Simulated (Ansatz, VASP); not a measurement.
# Two plane-wave programs on MoS2

```xyz
6
Lattice="3.1851 0.0000 0.0000 -1.5925 2.7584 0.0000 0.0000 0.0000 14.8080" Properties=species:S:1:pos:R:3 pbc="T T T"
Mo    1.5925    0.9195    3.7020
Mo    0.0000    1.8389   11.1060
S     1.5925    0.9195    9.5435
S     0.0000    1.8389    5.2645
S     1.5925    0.9195   12.6685
S     0.0000    1.8389    2.1395
```

Alike in both runs: task single point; functional PBE; k mesh 12 × 12 × 2; occupations gaussian, width 0.02 eV; no spin polarisation.

|  | VASP | Ansatz |
| --- | --- | --- |
| version | VASP 6.6.1 | Ansatz 0.2.0 |
| potentials or method | VASP PAW PBE potentials, release 64 (Mo_sv, S), cutoff 520 eV | scalar-relativistic, plane waves, PAW |
| valence electrons in the cell | 52 | 52 |

```csv
,VASP,Ansatz,Ansatz less VASP
gap on the k mesh at the Fermi level (eV),1.46,1.45,-0.013
least direct gap on the mesh (eV),1.67,1.66,-0.004
pressure (GPa),-0.1,0.0,+0.10
rms of the force components (eV/Å),0.005,0.001,-0.0042
```

Atom by atom the forces differ by 0.006 eV/Å (rms over components).
